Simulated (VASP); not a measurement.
Crystal: PbS.

```
Pb S
1.0
     0.00000    2.96575    2.96575
     2.96575    0.00000    2.96575
     2.96575    2.96575    0.00000
Pb S
1 1
Direct
  0.00000 0.00000 0.00000
  0.50000 0.50000 0.50000
```

```yaml
Program: VASP 6.6.1
Task: relaxation of cell and atoms
Functional: r2SCAN
Potentials_or_basis: VASP PAW PBE potentials, release 64 (Pb_d, S)
Cutoff: 600 eV
k_mesh: 8 × 8 × 8
Occupations: gaussian, width 0.02 eV
Spin: no spin polarisation
```

At the start: pressure 1.3 GPa; volume 26.09 Å³/atom.

Where does the relaxation end?

Over 3 steps the energy falls by 2.4 meV/atom and the volume is 26.67 Å³/atom (+2.2 %); space group Fm-3m (No. 225, to 0.05 Å).

The path:
| step | energy change (eV) | largest force (eV/Å) | pressure (GPa) | volume (Å³) |
| --- | --- | --- | --- | --- |
| 1 | 0.0000 | 0.0000 | 1.34 | 52.17 |
| 2 | -0.0039 | 0.0000 | -0.53 | 53.84 |
| 3 | -0.0048 | 0.0000 | 0.01 | 53.33 |

Final structure:
```
Pb S
1.0
     0.00000    2.98756    2.98756
     2.98756    0.00000    2.98756
     2.98756    2.98756    0.00000
Pb S
1 1
Direct
  0.00000 0.00000 0.00000
  0.50000 0.50000 0.50000
```

Caveat: the PAW data sets were made with another functional, which shifts forces and pressure a little.
